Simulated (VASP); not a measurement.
# CSe2 (Cmce) in VASP: notebook

Runs on CSe2. Level: r2SCAN. Tasks: single point.

All numbers are computed with VASP 6.6.1; they aren't measurements. Logs are shortened: lines on timing, memory, paths and dates and some standing lists are left out, and cuts for length are marked.

## 1. The cell of the first run

Symmetry: Cmce, No. 64, orthorhombic system. The conventional cell has a = 7.140 Å, b = 5.990 Å, c = 9.463 Å, α = 90.00°, β = 90.00°, γ = 90.00°. Within 2.3 Å of Se (site symmetry m) lie 1 C at 1.71 Å. C (site symmetry 2/m) has 2 Se at 1.71 Å within 2.3 Å.

## 2. Single point, r2SCAN

POSCAR reads:

```
CSe2
1.0
    3.5697670000     -2.9947800000      0.0000000000
    3.5697670000      2.9947800000      0.0000000000
    0.0000000000      0.0000000000      9.4626520000
Se C
4 2
Direct
    0.2124220000      0.7875780000      0.8793850000
    0.7875780000      0.2124220000      0.1206150000
    0.2875780000      0.7124220000      0.3793850000
    0.7124220000      0.2875780000      0.6206150000
    0.0000000000      0.0000000000      0.0000000000
    0.5000000000      0.5000000000      0.5000000000
```

INCAR.step1 reads:

```
PREC = Accurate
ENCUT = 520
ISMEAR = -1
SIGMA = 0.05
LREAL = False
LASPH = True
NELM = 80
NBANDS = 25
GGA = PE
ALGO = Normal
EDIFF = 1E-4
LWAVE = True
LCHARG = False
```

INCAR.step2 reads:

```
PREC = Accurate
ENCUT = 520
EDIFF = 1E-6
ISMEAR = -1
SIGMA = 0.05
LREAL = False
LASPH = True
NELM = 80
ALGO = Normal
ISIF = 2
LWAVE = False
LCHARG = False
METAGGA = R2SCAN
LMIXTAU = True
NBANDS = 25
ISTART = 1
```

KPOINTS reads:

```
regular mesh
0
Gamma
  5 5 3
```

Potentials or basis: VASP PAW PBE potentials, release 64 (Se, C).

Run with:

```bash
$ cat potpaw_PBE.64/Se/POTCAR potpaw_PBE.64/C/POTCAR > POTCAR
$ cp INCAR.step1 INCAR
$ mpirun -np 1 vasp_std > vasp.out
$ cp INCAR.step2 INCAR
$ mpirun -np 1 vasp_std > vasp.out
```

OUTCAR:

```text
PREC = Accurate
   ENCUT = 520
   EDIFF = 1E-6
   ISMEAR = -1
   LREAL = False
   LASPH = True
   NELM = 80
   ISIF = 2
   METAGGA = R2SCAN
   ISTART = 1

 ion  position               nearest neighbor table
   1  0.212  0.788  0.879-   5 1.71
   2  0.788  0.212  0.121-   5 1.71
   3  0.288  0.712  0.379-   6 1.71
   4  0.712  0.288  0.621-   6 1.71
   5  0.000  0.000  0.000-   1 1.71   2 1.71
   6  0.500  0.500  0.500-   3 1.71   4 1.71

  LATTYP: Found a base centered orthorhombic cell.
 ALAT       =     5.9895600000
 B/A-ratio  =     1.1919964071
 C/A-ratio  =     1.5798576189

  Lattice vectors:

 A1 = (  -3.5697670000,  -2.9947800000,   0.0000000000)
 A2 = (   3.5697670000,  -2.9947800000,   0.0000000000)
 A3 = (   0.0000000000,   0.0000000000,   9.4626520000)

Analysis of symmetry for initial positions (statically):
=====================================================================
 Subroutine PRICEL returns:
 Original cell was already a primitive cell.

 Routine SETGRP: Setting up the symmetry group for a
 base centered orthorhombic supercell.

 Subroutine GETGRP returns: Found  8 space group operations
 (whereof  4 operations were pure point group operations)
 out of a pool of  8 trial point group operations.

The static configuration has the point symmetry C_2h.
 The point group associated with its full space group is D_2h.

Analysis of symmetry for dynamics (positions and initial velocities):
=====================================================================
 Subroutine PRICEL returns:
 Original cell was already a primitive cell.

 Routine SETGRP: Setting up the symmetry group for a
 base centered orthorhombic supercell.

 Subroutine GETGRP returns: Found  8 space group operations
 (whereof  4 operations were pure point group operations)
 out of a pool of  8 trial point group operations.

The dynamic configuration has the point symmetry C_2h.
 The point group associated with its full space group is D_2h.

 Subroutine INISYM returns: Found  8 space group operations
 (whereof  4 operations are pure point group operations),
 and found     1 'primitive' translations

----------------------------------------------------------------------------------------

                                     Primitive cell

  volume of cell :     202.3241

[... 82 lines left out ...]
   ICHARG =      0    charge: 1-file 2-atom 10-const
   ISPIN  =      1    spin polarized calculation?
   LNONCOLLINEAR =      F non collinear calculations
   LSORBIT =      F    spin-orbit coupling
   LASPH  =      T    aspherical Exc in radial PAW
   ENCUT  =  520.0 eV  38.22 Ry    6.18 a.u.   8.66  8.66 17.59*2*pi/ulx,y,z
   NELM   =     80;   NELMIN=  2; NELMDL=  0     # of ELM steps
   EDIFF  = 0.1E-05   stopping-criterion for ELM
   LREAL  =      F    real-space projection
[... 7 lines left out ...]
   TEBEG  =    0.0;   TEEND  =   0.0 temperature during run
   PSTRESS=    0.0 pullay stress
   NELECT =      32.0000    total number of electrons
   NUPDOWN=      -1.0000    fix difference up-down
   EMIN   =  10.00;   EMAX   =-10.00  energy-range for DOS
   EFERMI =   0.00;   METHOD = LEGACY
   ISMEAR =    -1;   SIGMA  =   0.05  broadening in eV -4-tet -1-fermi 0-gaus
   EFERMI_NEDOS =   21; number of points for ismear=-14 and -15
   IALGO  =     38    algorithm
   IMIX   =      4    mixing-type and parameters
     AMIX     =   0.40;   BMIX     =  1.00
     AMIX_MAG =   1.60;   BMIX_MAG =  1.00
  volume/ion in A,a.u.               =      33.72       227.56
  Fermi-wavevector in a.u.,A,eV,Ry     =   0.885338  1.673046 10.664556  0.783823
  Thomas-Fermi vector in A             =   2.006358
   LORBIT       =      0    0 simple, 1 ext, 2 COOP (PROOUT), +10 PAW based schemes
   METAGGA = R2SCAN    functional components
   LHFCALC =     F    Hartree Fock is set to
   AEXX    =    0.0000 exact exchange contribution
   IVDW    =     0    specifies the selected vdW correction
   LEPSILON=     F    determine dielectric tensor
   LRPA    =     F    only Hartree local field effects (RPA)
 non-spin polarized calculation
  energy-cutoff  :      520.00
  volume of cell :      202.32
 maximum number of plane-waves:      5471
   NGX = 17   NGY = 17   NGZ = 35

 number of electron      32.0000001 magnetization

 Free energy of the ion-electron system (eV)
  ---------------------------------------------------
  ext. energy  EPLUGINS =         0.00000000
  ---------------------------------------------------
  free energy    TOTEN  =       -73.13320016 eV

  energy without entropy =      -73.13320016  energy(sigma->0) =      -73.13320016

 E-fermi :  -0.2643     XC(G=0):  -7.3773

 val. band max:       -1.3054300825   @ k =  -0.4000   0.4000   0.0000
 cond. band min:       1.3319802856   @ k =   0.0000   0.0000   0.0000
 fundamental gap:      2.6374103681
 Fermi energy:        -0.2643019570

 k-point     1 :       0.0000    0.0000    0.0000
  band No.  band energies     occupation
      1     -16.7908      2.00000
      2     -16.6811      2.00000
      3     -14.6841      2.00000
      4     -14.5106      2.00000
      5      -8.7743      2.00000
      6      -8.4811      2.00000
[... 493 lines left out ...]
     24       6.4301      0.00000
     25       7.3730      0.00000

------------------------ aborting loop because EDIFF is reached ----------------------------------------

  FORCE on cell =-STRESS in cart. coord.  units (eV):
  Direction    XX          YY          ZZ          XY          YZ          ZX
  --------------------------------------------------------------------------------------
  -------------------------------------------------------------------------------------
  Total       -0.3258283     -2.2170667     -1.9472144      0.0000000      0.0000000      0.0000000
  in kB       -2.5801898    -17.5566513    -15.4197273      0.0000000      0.0000000      0.0000000
  external PRESSURE =     -11.8521895 kB  Pullay stress =       0.0000000 kB

 VOLUME and BASIS-vectors are now :
 -----------------------------------------------------------------------------
  energy-cutoff  :      520.00
  volume of cell :      202.32
      direct lattice vectors                 reciprocal lattice vectors
     3.569767000 -2.994780000  0.000000000     0.140065164 -0.166957172  0.000000000
     3.569767000  2.994780000  0.000000000     0.140065164  0.166957172  0.000000000
     0.000000000  0.000000000  9.462652000     0.000000000  0.000000000  0.105678619

 POSITION                                       TOTAL-FORCE (eV/Angst)
 -----------------------------------------------------------------------------------
      3.56977      1.72247      8.32131        -0.000000      0.397927      0.346218
      3.56977     -1.72247      1.14134        -0.000000     -0.397927     -0.346218
      3.56977      1.27231      3.58999        -0.000000     -0.397927      0.346218
      3.56977     -1.27231      5.87266        -0.000000      0.397927     -0.346218
      0.00000      0.00000      0.00000        -0.000000     -0.000000     -0.000000
      3.56977      0.00000      4.73133         0.000000     -0.000000     -0.000000
 -----------------------------------------------------------------------------------
    total drift:                                0.000000     -0.000000      0.000000

  FREE ENERGIE OF THE ION-ELECTRON SYSTEM (eV)
  ---------------------------------------------------
  free  energy   TOTEN  =       -73.1332001626 eV

  energy  without entropy=      -73.1332001625  energy(sigma->0) =      -73.13320016
```

OUTCAR.step1:

```text
PREC = Accurate
   ENCUT = 520
   ISMEAR = -1
   LREAL = False
   LASPH = True
   NELM = 80
[... 733 lines left out ...]
      3.56977     -1.27231      5.87266        -0.000000      0.039413     -0.020155
      0.00000      0.00000      0.00000        -0.000000      0.000000      0.000000
      3.56977      0.00000      4.73133         0.000000     -0.000000      0.000000
 -----------------------------------------------------------------------------------
    total drift:                                0.000000     -0.000000      0.000000

  FREE ENERGIE OF THE ION-ELECTRON SYSTEM (eV)
  ---------------------------------------------------
  free  energy   TOTEN  =       -28.4664477093 eV

  energy  without entropy=      -28.4664477093  energy(sigma->0) =      -28.46644771
```

It took 7.1 min on 1 thread of AMD EPYC 7R43 (Zen 3), shared host; peak memory 0.31 GiB.

What came out:

```yaml
Free_energy: -73.1332 eV
Pressure: -1.2 GPa
Largest_force: 0.527 eV/Å
Band_gap_on_the_k_mesh: 2.64 eV (least direct gap 2.71 eV)
```

Forces in eV/Å, atoms in the order of the input:
```
Se   0.000  0.398  0.346
Se   0.000 -0.398 -0.346
Se   0.000 -0.398  0.346
Se   0.000  0.398 -0.346
C    0.000  0.000  0.000
C    0.000  0.000  0.000
```

Stress tensor (GPa, compression positive):
```
-0.26  0.00  0.00
 0.00 -1.76  0.00
 0.00  0.00 -1.54
```

Levels at points of the mesh, in eV from the valence-band top:
```
           k point  band 12  band 13  band 14  band 15  band 16  band 17  band 18  band 19  band 20  band 21
(0.00, 0.00, 0.00)    -2.51    -0.99    -0.74    -0.69    -0.34     2.64     2.89     3.18     3.63     4.83
```

Caveat: the PAW data sets were made with another functional, which shifts forces and pressure a little; an odd mesh through Γ misses points on the zone boundary, where band edges can lie.

## 3. Single point, r2SCAN

This run uses another cell than the first one, of 31.45 Å³/atom.

POSCAR reads:

```
CSe2
1.0
    3.4330712685     -2.9913297109      0.0000000000
    3.4330712685      2.9913297109      0.0000000000
    0.0000000000      0.0000000000      9.1878128215
Se C
4 2
Direct
    0.2098222858      0.7901777142      0.8763610961
    0.7901777142      0.2098222858      0.1236389039
    0.2901777142      0.7098222858      0.3763610961
    0.7098222858      0.2901777142      0.6236389039
    0.0000000000      0.0000000000      0.0000000000
    0.5000000000      0.5000000000      0.5000000000
```

INCAR.step1 reads:

```
SYSTEM = CSe2
PREC = Accurate
ENCUT = 520
ISMEAR = -1
SIGMA = 0.05
LREAL = .FALSE.
LASPH = .TRUE.
NELM = 60
NBANDS = 25
GGA = PE
ALGO = Normal
EDIFF = 1E-4
LWAVE = .TRUE.
LCHARG = .FALSE.
```

INCAR.step2 reads:

```
SYSTEM = CSe2
PREC = Accurate
ENCUT = 520
EDIFF = 1E-6
ISMEAR = -1
SIGMA = 0.05
LREAL = .FALSE.
LASPH = .TRUE.
NELM = 60
ALGO = Normal
ISIF = 2
LWAVE = .FALSE.
LCHARG = .FALSE.
METAGGA = R2SCAN
LMIXTAU = .TRUE.
NBANDS = 25
ISTART = 1
```

KPOINTS reads:

```
Automatic mesh
0
G
  5 5 3
  0 0 0
```

Potentials or basis: VASP PAW PBE potentials, release 64 (Se, C).

Run with:

```bash
$ cat potpaw_PBE.64/Se/POTCAR potpaw_PBE.64/C/POTCAR > POTCAR
$ cp INCAR.step1 INCAR
$ mpirun -np 1 vasp_std > vasp.out
$ cp INCAR.step2 INCAR
$ mpirun -np 1 vasp_std > vasp.out
```

Run time: 2.6 min. Hardware: 1 thread of Intel Xeon 6975P-C (Granite Rapids), shared host; peak memory 0.35 GiB.

It converged, with:

```yaml
Free_energy: -73.1582 eV
Pressure: 0.2 GPa
Largest_force: 0.124 eV/Å
Band_gap_on_the_k_mesh: 2.45 eV (least direct gap 2.59 eV)
```

Forces in eV/Å, atoms in the order of the input:
```
Se   0.000 -0.093 -0.083
Se   0.000  0.093  0.083
Se   0.000  0.093 -0.083
Se   0.000 -0.093  0.083
C    0.000  0.000  0.000
C    0.000  0.000  0.000
```

Stress tensor (GPa, compression positive):
```
0.00 0.00 0.00
0.00 0.40 0.00
0.00 0.00 0.30
```

Levels at points of the mesh, in eV from the valence-band top:
```csv
k point,band 12,band 13,band 14,band 15,band 16,band 17,band 18,band 19,band 20,band 21
"(0.00, 0.00, 0.00)",-2.63,-1.17,-0.92,-0.82,-0.42,2.45,2.75,3.19,3.61,4.90
```

Caveat: the PAW data sets were made with another functional, which shifts forces and pressure a little; an odd mesh through Γ misses points on the zone boundary, where band edges can lie.
